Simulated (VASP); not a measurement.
# Ti5Sn3O16 (P1) in VASP: single point with PBEsol

Aim: the single point of Ti5Sn3O16 with PBEsol.

All numbers are computed with VASP 6.6.1; they aren't measurements. Logs are shortened: lines on timing, memory, paths and dates and some standing lists are left out, and cuts for length are marked.

## (1) The cell of the first run

The typed cell holds 72 atoms: a = 9.318 Å, b = 9.318 Å, c = 9.128 Å, α = 90.00°, β = 90.00°, γ = 90.00°.

## (2) Single point, PBEsol

Input file INCAR:

```
  PREC = Accurate
  ENCUT = 520
  EDIFF = 1E-7
  ISMEAR = -1
  SIGMA = 0.05
  LREAL = Auto
  LASPH = T
  NELM = 80
  ALGO = Normal
  ISIF = 2
  LWAVE = F
  LCHARG = F
  GGA = PS
  NBANDS = 339
  ISYM = 0
```

Input file KPOINTS:

```
Automatic mesh
0
Gamma
  1 1 1
  0.25 0.25 0.25
```

Input file POSCAR:

```
Ti5Sn3O16
1.0
    9.3178280000      0.0000000000      0.0000000000
    0.0000000000      9.3178280000      0.0000000000
    0.0000000000      0.0000000000      9.1280950000
Ti Sn O
15 9 48
Direct
    0.0018120000      0.9985880000      0.9991470000
    0.0044510000      0.0016760000      0.6659420000
    0.9987210000      0.4956690000      0.0013800000
    0.9970510000      0.5009360000      0.3313260000
    0.0017820000      0.4996970000      0.6625410000
    0.5012970000      0.5021860000      0.3314840000
    0.4984430000      0.5012210000      0.6661160000
    0.2503070000      0.2505120000      0.4962480000
    0.2474150000      0.2472190000      0.8346530000
    0.2492400000      0.7475590000      0.5017170000
    0.2485470000      0.7498550000      0.8316490000
    0.7495810000      0.2499440000      0.1628190000
    0.7503210000      0.2512630000      0.8324670000
    0.7495730000      0.7474020000      0.1620830000
    0.7458200000      0.7491460000      0.8327670000
    0.0009630000      0.9995390000      0.3327410000
    0.4984280000      0.0000810000      0.0012950000
    0.4998690000      0.9952540000      0.3337370000
    0.4996620000      0.0003430000      0.6629040000
    0.5017210000      0.5035750000      0.9985470000
    0.2522510000      0.2494520000      0.1670130000
    0.2487130000      0.7508470000      0.1634820000
    0.7511310000      0.2476840000      0.5037470000
    0.7517020000      0.7496310000      0.5018540000
    0.1506250000      0.1526200000      0.0018470000
    0.1527580000      0.1532110000      0.3335790000
    0.1524610000      0.1524840000      0.6679360000
    0.1509770000      0.6502270000      0.0003020000
    0.1500370000      0.6529640000      0.3297310000
    0.1549760000      0.6508100000      0.6695610000
    0.6523930000      0.1498520000      0.0029720000
    0.6529650000      0.1529670000      0.3285000000
    0.6543200000      0.1543390000      0.6647280000
    0.6521060000      0.6522390000      0.0014330000
    0.6495040000      0.6496000000      0.3284870000
    0.6540070000      0.6540680000      0.6666890000
    0.3486800000      0.3472660000      0.9980890000
    0.3460220000      0.3485210000      0.3347820000
    0.3469940000      0.3471690000      0.6648390000
    0.3482120000      0.8471900000      0.0034700000
    0.3461390000      0.8438110000      0.3310450000
    0.3483270000      0.8428590000      0.6643710000
    0.8449740000      0.3486320000      0.9975870000
    0.8498240000      0.3467320000      0.3336080000
    0.8458360000      0.3452050000      0.6685540000
    0.8470750000      0.8455030000      0.0010910000
    0.8479000000      0.8489980000      0.3341380000
    0.8465090000      0.8456110000      0.6608680000
    0.0991390000      0.4022890000      0.1613980000
    0.0979670000      0.3999750000      0.5030270000
    0.0998790000      0.4038560000      0.8354650000
    0.1007340000      0.9027660000      0.1693970000
    0.1001010000      0.9033090000      0.4962110000
    0.0956310000      0.9040770000      0.8336360000
    0.5977420000      0.4078210000      0.1668300000
    0.5947000000      0.4022750000      0.5022050000
    0.5959650000      0.4004970000      0.8335030000
    0.5966100000      0.8982330000      0.1686340000
    0.5973670000      0.9023160000      0.5015700000
    0.5986870000      0.9035290000      0.8373790000
    0.4056530000      0.0966180000      0.1684370000
    0.4004940000      0.0989700000      0.4990340000
    0.3995360000      0.0988700000      0.8343760000
    0.4028100000      0.5988420000      0.1676020000
    0.4003410000      0.5951560000      0.4961090000
    0.4040880000      0.5957590000      0.8311550000
    0.9017790000      0.0954080000      0.1653200000
    0.9054940000      0.0965810000      0.4964490000
    0.9041900000      0.0989340000      0.8361180000
    0.8990460000      0.5979380000      0.1663860000
    0.9049660000      0.6015570000      0.5005160000
    0.9051020000      0.5986830000      0.8359660000
```

Potentials or basis: VASP PAW PBE potentials, release 64 (Ti_sv, Sn_d, O).

The run is started by

```
$ cat potpaw_PBE.64/Ti_sv/POTCAR potpaw_PBE.64/Sn_d/POTCAR potpaw_PBE.64/O/POTCAR > POTCAR
$ mpirun -np 1 vasp_std > vasp.out
```

OUTCAR:

```text
PREC = Accurate
   ENCUT = 520
   EDIFF = 1E-7
   ISMEAR = -1
   LREAL = Auto
   LASPH = T
   NELM = 80
   ISIF = 2
   GGA = PS
   ISYM = 0

 ion  position               nearest neighbor table
   1  0.002  0.999  0.999-  54 1.96  69 1.98  25 2.00  67 2.00  52 2.02  46 2.03  16 3.05
   2  0.004  0.002  0.666-  27 1.97  54 1.97  68 2.01  53 2.01  69 2.03  48 2.07  16 3.04
   3  0.999  0.496  0.001-  49 1.94  51 1.98  43 1.98  72 1.99  70 2.01  28 2.02
   4  0.997  0.501  0.331-  70 1.98  44 1.99  71 2.00  29 2.01  49 2.04  50 2.06
   5  0.002  0.500  0.663-  50 1.95  71 1.98  30 2.01  51 2.03  72 2.04  45 2.05
   6  0.501  0.502  0.331-  35 1.95  55 1.96  64 1.97  65 1.97  56 2.01  38 2.04  20 3.04
   7  0.498  0.501  0.666-  66 1.95  56 1.97  65 2.00  57 2.01  39 2.01  36 2.03  20 3.03
   8  0.250  0.251  0.496-  38 1.95  26 1.96  62 1.99  50 1.99  39 2.00  27 2.03  21 3.01
   9  0.247  0.247  0.835-  27 1.97  25 1.98  63 1.98  37 2.00  51 2.01  39 2.03  21 3.03
  10  0.249  0.748  0.502-  42 1.96  30 1.98  65 2.00  53 2.01  41 2.01  29 2.02  22 3.09
  11  0.249  0.750  0.832-  30 1.95  42 1.99  28 2.01  54 2.02  40 2.04  66 2.04  22 3.03
  12  0.750  0.250  0.163-  31 1.95  43 1.98  32 1.98  67 2.02  44 2.03  55 2.04  23 3.11
  13  0.750  0.251  0.832-  45 1.95  43 1.97  33 1.99  57 2.00  69 2.02  31 2.04  23 3.00
  14  0.750  0.747  0.162-  34 1.94  46 1.95  70 1.97  35 2.00  58 2.00  47 2.05  24 3.10
  15  0.746  0.749  0.833-  36 1.95  34 1.99  60 1.99  46 2.01  48 2.04  72 2.04  24 3.02
  16  0.001  1.000  0.333-  68 1.96  53 1.97  52 1.97  67 2.00  47 2.00  26 2.01   2 3.04   1 3.05
                            22 3.62  21 3.63  24 3.63  23 3.63
  17  0.498  0.000  0.001-  61 1.97  60 1.98  40 2.00  31 2.00  63 2.00  58 2.02  18 3.03  19 3.09
                            21 3.60  22 3.61
  18  0.500  0.995  0.334-  58 1.98  59 1.98  61 1.98  41 2.01  62 2.02  32 2.05  19 3.01  17 3.03
                            22 3.62  24 3.62  21 3.64  23 3.66
  19  0.500  0.000  0.663-  59 1.96  62 1.98  33 2.03  42 2.04  63 2.04  60 2.05  18 3.01  17 3.09
[... 57 lines left out ...]
  71  0.905  0.602  0.501-   5 1.98  24 1.99   4 2.00
  72  0.905  0.599  0.836-   3 1.99   5 2.04  15 2.04

IMPORTANT INFORMATION: All symmetrisations will be switched off!
NOSYMM: (Re-)initialisation of all symmetry stuff for point group C_1.

----------------------------------------------------------------------------------------

                                     Primitive cell

  volume of cell :     792.5187

  direct lattice vectors                    reciprocal lattice vectors
     9.317828000  0.000000000  0.000000000     0.107321148  0.000000000  0.000000000
     0.000000000  9.317828000  0.000000000     0.000000000  0.107321148  0.000000000
     0.000000000  0.000000000  9.128095000     0.000000000  0.000000000  0.109551883

  length of vectors
     9.317828000  9.317828000  9.128095000     0.107321148  0.107321148  0.109551883

  position of ions in fractional coordinates (direct lattice)
     0.001812000  0.998588000  0.999147000
     0.004451000  0.001676000  0.665942000
     0.998721000  0.495669000  0.001380000
     0.997051000  0.500936000  0.331326000
     0.001782000  0.499697000  0.662541000
     0.501297000  0.502186000  0.331484000
[... 64 lines left out ...]
     0.904966000  0.601557000  0.500516000
     0.905102000  0.598683000  0.835966000

  ion indices of the primitive-cell ions
   primitive index   ion index
                 1           1
                 2           2
                 3           3
                 4           4
                 5           5
                 6           6
[... 64 lines left out ...]
                71          71
                72          72

----------------------------------------------------------------------------------------

 KPOINTS: Automatic mesh

Automatic generation of k-mesh.
 Grid dimensions read from file:
 generate k-points for:    1    1    1

 Generating k-lattice:

  Cartesian coordinates                     Fractional coordinates (reciprocal lattice)
     0.107321148  0.000000000  0.000000000     1.000000000  0.000000000  0.000000000
     0.000000000  0.107321148  0.000000000     0.000000000  1.000000000  0.000000000
     0.000000000  0.000000000  0.109551883     0.000000000  0.000000000  1.000000000

  Length of vectors
     0.107321148  0.107321148  0.109551883

  Shift w.r.t. Gamma in fractional coordinates (k-lattice)
     0.250000000  0.250000000  0.250000000

 Subroutine IBZKPT returns following result:
 ===========================================

 Found      4 irreducible k-points:

 Following reciprocal coordinates:
            Coordinates               Weight
  0.250000  0.250000  0.250000      2.000000
 -0.250000  0.250000  0.250000      2.000000
 -0.250000 -0.250000  0.250000      2.000000
  0.250000 -0.250000  0.250000      2.000000
   k-points           NKPTS =      4   k-points in BZ     NKDIM =      4   number of bands    NBANDS=    339
   number of dos      NEDOS =    301   number of ions     NIONS =     72
   total plane-waves  NPLWV = 343000
   dimension x,y,z NGX =    70 NGY =   70 NGZ =   70
   dimension x,y,z NGXF=   140 NGYF=  140 NGZF=  140
   ions per type =              15   9  48
   NGX,Y,Z   is equivalent  to a cutoff of  12.49, 12.49, 12.75 a.u.
   NGXF,Y,Z  is equivalent  to a cutoff of  24.98, 24.98, 25.50 a.u.
 SYSTEM =  unknown system
   PREC   = accura    normal or accurate (medium, high low for compatibility)
   ISTART =      0    job   : 0-new  1-cont  2-samecut
   ICHARG =      2    charge: 1-file 2-atom 10-const
   ISPIN  =      1    spin polarized calculation?
   LNONCOLLINEAR =      F non collinear calculations
   LSORBIT =      F    spin-orbit coupling
   LASPH  =      T    aspherical Exc in radial PAW
   ENCUT  =  520.0 eV  38.22 Ry    6.18 a.u.  17.32 17.32 16.97*2*pi/ulx,y,z
   NELM   =     80;   NELMIN=  2; NELMDL= -5     # of ELM steps
   EDIFF  = 0.1E-06   stopping-criterion for ELM
   LREAL  =      T    real-space projection
   EDIFFG = 0.1E-05   stopping-criterion for IOM
   NSW    =      0    number of steps for IOM
   IBRION =     -1    ionic relax: 0-MD 1-quasi-New 2-CG
   NFREE  =      0    steps in history (QN), initial steepest desc. (CG)
   ISIF   =      2    stress and relaxation
   ISYM   =      0    0-nonsym 1-usesym 2-fastsym
   POTIM  = 0.5000    time-step for ionic-motion
   TEBEG  =    0.0;   TEEND  =   0.0 temperature during run
   PSTRESS=    0.0 pullay stress
   NELECT =     594.0000    total number of electrons
   NUPDOWN=      -1.0000    fix difference up-down
   EMIN   =  10.00;   EMAX   =-10.00  energy-range for DOS
   EFERMI =   0.00;   METHOD = LEGACY
   ISMEAR =    -1;   SIGMA  =   0.05  broadening in eV -4-tet -1-fermi 0-gaus
   EFERMI_NEDOS =   21; number of points for ismear=-14 and -15
   IALGO  =     38    algorithm
   IMIX   =      4    mixing-type and parameters
     AMIX     =   0.40;   BMIX     =  1.00
     AMIX_MAG =   1.60;   BMIX_MAG =  1.00
  volume/ion in A,a.u.               =      11.01        74.28
  Fermi-wavevector in a.u.,A,eV,Ry     =   1.487078  2.810170 30.087944  2.211402
  Thomas-Fermi vector in A             =   2.600284
   LORBIT       =      0    0 simple, 1 ext, 2 COOP (PROOUT), +10 PAW based schemes
   GGA     = PS    functional components
   LHFCALC =     F    Hartree Fock is set to
   AEXX    =    0.0000 exact exchange contribution
   IVDW    =     0    specifies the selected vdW correction
   LEPSILON=     F    determine dielectric tensor
   LRPA    =     F    only Hartree local field effects (RPA)
 non-spin polarized calculation
  energy-cutoff  :      520.00
  volume of cell :      792.52
 maximum number of plane-waves:     21355
 NGX is ok and might be reduce to    70
   NGX = 35   NGY = 35   NGZ = 33

 number of electron     594.0000062 magnetization

 Free energy of the ion-electron system (eV)
  ---------------------------------------------------
  ext. energy  EPLUGINS =         0.00000000
  ---------------------------------------------------
  free energy    TOTEN  =      -593.45896990 eV

  energy without entropy =     -593.45896989  energy(sigma->0) =     -593.45896990

 E-fermi :   6.1460     XC(G=0): -11.6129

 val. band max:        5.1149771609   @ k =  -0.2500  -0.2500   0.2500
 cond. band min:       7.2094358698   @ k =  -0.2500  -0.2500   0.2500
 fundamental gap:      2.0944587089
 Fermi energy:         6.1460378552

 k-point     1 :       0.2500    0.2500    0.2500
  band No.  band energies     occupation
      1     -51.7921      2.00000
      2     -51.6900      2.00000
      3     -51.6791      2.00000
      4     -51.6595      2.00000
      5     -51.6574      2.00000
      6     -51.6556      2.00000
[... 1237 lines left out ...]
    308       7.5853      0.00000
    309       7.6124      0.00000
 [bands above 309 left out]

------------------------ aborting loop because EDIFF is reached ----------------------------------------

  FORCE on cell =-STRESS in cart. coord.  units (eV):
  Direction    XX          YY          ZZ          XY          YZ          ZX
  --------------------------------------------------------------------------------------
  -------------------------------------------------------------------------------------
  Total       10.2605125      9.7724428     19.6660243      1.2816052      1.0429016     -0.3985825
  in kB       20.7429302     19.7562352     39.7573678      2.5909278      2.1083582     -0.8057852
  external PRESSURE =      26.7521777 kB  Pullay stress =       0.0000000 kB

 VOLUME and BASIS-vectors are now :
 -----------------------------------------------------------------------------
  energy-cutoff  :      520.00
  volume of cell :      792.52
      direct lattice vectors                 reciprocal lattice vectors
     9.317828000  0.000000000  0.000000000     0.107321148  0.000000000  0.000000000
     0.000000000  9.317828000  0.000000000     0.000000000  0.107321148  0.000000000
     0.000000000  0.000000000  9.128095000     0.000000000  0.000000000  0.109551883

 POSITION                                       TOTAL-FORCE (eV/Angst)
 -----------------------------------------------------------------------------------
      0.01688      9.30467      9.12031        -0.427242      0.301565     -0.236137
      0.04147      0.01562      6.07878        -0.397247     -0.119881      0.438279
      9.30591      4.61856      0.01260         0.392616      0.503392     -0.843123
      9.29035      4.66764      3.02438         0.119864      0.053368     -0.241356
      0.01660      4.65609      6.04774        -0.107876     -0.194653      0.868588
      4.67100      4.67928      3.02582         0.121923     -0.002635      0.568163
[... 64 lines left out ...]
      8.43232      5.60520      4.56876         1.595164     -2.040343     -0.041503
      8.43358      5.57843      7.63078        -0.159951     -0.164291     -0.344941
 -----------------------------------------------------------------------------------
    total drift:                               -0.026804      0.028990     -0.007819

  FREE ENERGIE OF THE ION-ELECTRON SYSTEM (eV)
  ---------------------------------------------------
  free  energy   TOTEN  =      -593.4589698979 eV

  energy  without entropy=     -593.4589698935  energy(sigma->0) =     -593.45896990
```

Wall time 45 min (1 thread of Intel Xeon Platinum 8488C (Sapphire Rapids), shared host); peak memory 1.1 GiB.

Results:

```yaml
Free_energy: -593.4590 eV
Pressure: 2.7 GPa
Largest_force: 3.582 eV/Å
Band_gap_on_the_k_mesh: 2.09 eV
```

Forces in eV/Å, atoms in the order of the input:
```
Ti  -0.427  0.302 -0.236
Ti  -0.397 -0.120  0.438
Ti   0.393  0.503 -0.843
Ti   0.120  0.053 -0.241
Ti  -0.108 -0.195  0.869
Ti   0.122 -0.003  0.568
Ti  -0.206 -0.584 -0.855
Ti   0.378  0.316  0.964
Ti   0.221  0.517 -0.796
Ti  -0.127 -0.036 -0.427
Ti  -0.074 -0.498 -0.010
Ti  -0.130 -0.283  0.089
Ti  -0.058  0.160  0.729
Ti   0.152  0.687  0.190
Ti   0.837  0.162  0.306
Sn  -0.280 -0.050 -0.588
Sn   0.185 -0.165 -0.095
Sn   0.089  0.435 -0.030
Sn  -0.128  0.444  1.791
Sn  -0.875 -0.969  0.427
Sn   0.187  0.172 -0.265
Sn  -0.060 -0.843  0.775
Sn  -0.068  0.437 -2.347
Sn  -0.716 -0.112 -2.180
O   -0.529 -0.794 -1.493
O    0.386  0.384  1.259
O   -0.037 -0.137 -0.029
O   -0.473 -0.404 -1.952
O   -0.869 -0.993  1.857
O    0.043  0.262 -0.074
O    1.485  1.664 -0.155
O    0.430  0.429 -0.820
O   -0.457 -0.551  2.208
O    1.500  1.547 -0.410
O   -0.053 -0.058 -0.377
O   -1.208 -1.049  1.685
O   -0.307 -0.432 -1.176
O    0.620  0.507  1.361
O   -0.183 -0.161  0.113
O   -0.341 -0.356 -2.486
O   -0.170 -0.120  2.093
O   -1.091 -0.836  0.225
O   -0.231 -0.283  0.023
O    0.638  0.771 -1.136
O    1.241  1.242  1.625
O   -0.201 -0.131 -0.125
O   -0.831 -0.841 -1.522
O    1.415  1.585  2.884
O   -1.498  1.319  0.490
O   -0.589  0.612 -0.053
O   -0.429  0.020 -0.242
O   -0.759  0.731 -1.969
O    0.880 -0.993  2.278
O    0.273 -0.238 -0.197
O    0.925 -1.243  1.298
O   -0.722  1.074 -0.047
O    0.959 -0.725 -1.561
O    1.477 -1.442 -0.487
O    0.602 -0.663 -0.213
O    1.264 -1.389 -0.881
O   -0.938  0.792  0.058
O   -1.160  1.118 -0.130
O   -1.004  0.876 -0.475
O    0.260 -0.550  1.118
O    0.141  0.094  0.419
O   -1.106  1.265 -1.446
O   -0.579  0.905 -1.620
O    0.063 -0.009  2.199
O    0.126 -0.309 -0.228
O    0.571 -0.616  0.272
O    1.595 -2.040 -0.042
O   -0.160 -0.164 -0.345
```

Caveat: the PAW data sets were made with another functional, which shifts forces and pressure a little; spin-orbit coupling is left out, which moves the levels of the heavy elements; a shifted mesh leaves out Γ, where band edges can lie. A k mesh can miss the band edges.
